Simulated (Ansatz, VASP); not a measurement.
## BaS in VASP and in Ansatz

INCAR

```
ALGO = Normal
EDIFF = 1E-8
ENCUT = 520
GGA = PE
ISIF = 2
ISMEAR = -1
ISYM = 0
LASPH = True
LCHARG = False
LEFG = True
LREAL = False
LWAVE = False
NBANDS = 15
NELM = 80
PREC = Accurate
SIGMA = 0.01
```

File KPOINTS:

```
k-points
0
Gamma
  7 7 7
```

The input POSCAR:

```
BaS
1.0
    0.0000000000      3.2253733438      3.2253733438
    3.2253733438      0.0000000000      3.2253733438
    3.2253733438      3.2253733438      0.0000000000
Ba S
1 1
Direct
    0.0000000000      0.0000000000      0.0000000000
    0.5000000000      0.5000000000      0.5000000000
```

Input for Ansatz:

```yaml
crystal:
  lattice:
    - [0.0, 3.2253733438, 3.2253733438]
    - [3.2253733438, 0.0, 3.2253733438]
    - [3.2253733438, 3.2253733438, 0.0]
  atoms:
    - { symbol: Ba, position: [0.0, 0.0, 0.0] }
    - { symbol: S, position: [0.5, 0.5, 0.5] }
  symmetry: { detect: false }
kpoints:
  mp_grid: { grid: [7, 7, 7] }
scf:
  occupations: { method: fermi_dirac, width: 0.01 }
  initial_density: { chi_scale: 0.0 }
  eigensolver: { kind: davidson }
hamiltonian:
  xc: pbe
  pseudopotentials: { kind: paw }
output:
  forces: true
  stress: true
  eigenvalues: true
  efg: { contact_densities: true }
  write_density: true
  write_potential: true
  elf: true
  volumetric_format: npy
basis:
  precision: f64
```

Alike in both runs: task electric field gradients; functional PBE; k mesh 7 × 7 × 7; occupations fermi-dirac, width 0.01 eV; no spin polarisation.

```csv
,VASP,Ansatz
version,VASP 6.6.1,Ansatz 0.2.0
potentials or method,"VASP PAW PBE potentials, release 64 (Ba_sv, S)","PAW with Ansatz's default frozen-core files, scalar-relativistic"
plane-wave cutoff (eV),520,420
valence electrons in the cell,16,16
```

VASP gave:

| Quantity | Value |
| --- | --- |
| gap on the k mesh at the Fermi level (eV) | 2.21 |
| pressure (GPa) | 0.1 |

Problem. What did Ansatz give for the same quantities?

Solution. gap on the k mesh at the Fermi level (eV): 2.30; pressure (GPa): -0.4.

Spin-orbit coupling is off throughout.
